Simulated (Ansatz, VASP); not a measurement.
One calculation of InP, two programs

```xyz
2
Lattice="0.0000 2.7700 2.7700 2.7700 0.0000 2.7700 2.7700 2.7700 0.0000" Properties=species:S:1:pos:R:3 pbc="T T T"
In    0.0000    0.0000    0.0000
P     2.7700    2.7700    2.7700
```

Alike in both runs: functional PBE; k mesh 18 × 18 × 18; occupations gaussian, width 0.1 eV; no spin polarisation.

Ansatz relaxed the structure, and its values are those at the end. VASP's run is a single point on that final structure, the one shown.

```csv
,VASP,Ansatz
version,VASP 6.6.1,Ansatz 0.2.0
potentials or method,"VASP PAW PBE potentials, release 64 (In_d, P), cutoff 520 eV","scalar-relativistic, plane waves, PAW"
valence electrons in the cell,18,18
```

|  | VASP | Ansatz | Ansatz less VASP |
| --- | --- | --- | --- |
| gap on the k mesh at the Fermi level (eV) | none | none | - |
| pressure (GPa) | 0.0 | 0.0 | +0.03 |

A gap of «none» marks a metal or a gap that the smearing closes.
